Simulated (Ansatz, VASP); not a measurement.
# One calculation of Na3Be2GaSb3, two programs

```xyz
9
Lattice="8.0131 0.0000 0.0000 -4.0066 6.9396 0.0000 0.0000 0.0000 5.9357" Properties=species:S:1:pos:R:3 pbc="T T T"
Na    4.0066    0.0000    2.9678
Na   -2.0033    3.4698    2.9678
Na    2.0033    3.4698    2.9678
Be    0.0000    4.6264    0.0000
Be    4.0066    2.3132    0.0000
Ga    0.0000    0.0000    2.9678
Sb    4.0066    0.0000    0.0000
Sb   -2.0033    3.4698    0.0000
Sb    2.0033    3.4698    0.0000
```

Alike in both runs: functional PBE; k mesh 3 × 3 × 4; occupations gaussian, width 0.1 eV; no spin polarisation.

Ansatz relaxed the structure, and its values are those at the end. VASP's run is a single point on that final structure, the one shown.

|  | VASP | Ansatz |
| --- | --- | --- |
| version | VASP 6.6.1 | Ansatz 0.2.0 |
| potentials or method | VASP PAW PBE potentials, release 64 (Na_pv, Be, Ga_d, Sb), cutoff 520 eV | scalar-relativistic, plane waves, PAW |
| valence electrons in the cell | 53 | 89 |

Ansatz gave:

```
gap on the k mesh at the Fermi level (eV) : none
pressure (GPa)                            : 0.2
```

Problem. Which values does VASP return?

Solution. gap on the k mesh at the Fermi level (eV): none; pressure (GPa): 0.3.

A gap of «none» marks a metal or a gap that the smearing closes. VASP's potentials hold 53 valence electrons a cell and Ansatz's 89, so a difference there can come from the potentials and not from the codes.

Spin-orbit coupling is off throughout.
